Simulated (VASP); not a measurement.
Crystal: LaH3.

```xyz
4
Lattice="0.0000 2.7865 2.7865 2.7865 0.0000 2.7865 2.7865 2.7865 0.0000" Properties=species:S:1:pos:R:3 pbc="T T T"
La    0.0000    0.0000    0.0000
H     2.7865    2.7865    2.7865
H     4.1797    4.1797    4.1797
H     1.3932    1.3932    1.3932
```

```yaml
Program: VASP 6.6.1
Task: relaxation of cell and atoms
Functional: PBEsol
Potentials_or_basis: VASP PAW PBE potentials, release 64 (La, H)
Cutoff: 600 eV
k_mesh: 12 × 12 × 12
Occupations: methfessel-paxton, width 0.025 eV
Spin: collinear spin
Starting_moments: "[0.5, -2.0, 2.0, -1.0] μB"
```

At the start: pressure -3.2 GPa; volume 10.82 Å³/atom.

**Question.** Where does the relaxation end?

**Answer.** Over 15 steps the energy falls by 4.3 meV/atom and the volume is 10.39 Å³/atom (-3.9 %); space group Fm-3m (No. 225, to 0.1 Å) before and after; moment 0.00 μB per cell.

Step by step:
| step | energy change (eV) | largest force (eV/Å) | pressure (GPa) | volume (Å³) |
| --- | --- | --- | --- | --- |
| 1 | 0.0000 | 0.0000 | -3.16 | 43.27 |
| 2 | -0.0164 | 0.0000 | -0.74 | 41.95 |
| 3 | -0.0173 | 0.0000 | 0.06 | 41.60 |
| 4 | -0.0173 | 0.0000 | -0.11 | 41.63 |
| 5 | -0.0173 | 0.0000 | -0.13 | 41.63 |
| 6 | -0.0173 | 0.0000 | -0.14 | 41.63 |
| 7 | -0.0173 | 0.0000 | -0.11 | 41.63 |
| 8 | -0.0173 | 0.0000 | -0.11 | 41.63 |
| 9 | -0.0173 | 0.0000 | -0.11 | 41.63 |
| 10 | -0.0173 | 0.0000 | -0.12 | 41.63 |
| 11 | -0.0173 | 0.0000 | -0.12 | 41.62 |
| 12 | -0.0173 | 0.0000 | -0.12 | 41.62 |
| 13 | -0.0173 | 0.0000 | -0.09 | 41.61 |
| 14 | -0.0173 | 0.0000 | -0.06 | 41.60 |
| 15 | -0.0173 | 0.0000 | -0.02 | 41.57 |

Final structure:
```
CELL_PARAMETERS angstrom
0.00000 2.74956 2.74956
2.74956 0.00000 2.74956
2.74956 2.74956 0.00000
ATOMIC_POSITIONS crystal
La 0.00000 0.00000 0.00000
H 0.50000 0.50000 0.50000
H 0.75000 0.75000 0.75000
H 0.25000 0.25000 0.25000
```

Caveat: the PAW data sets were made with another functional, which shifts forces and pressure a little.
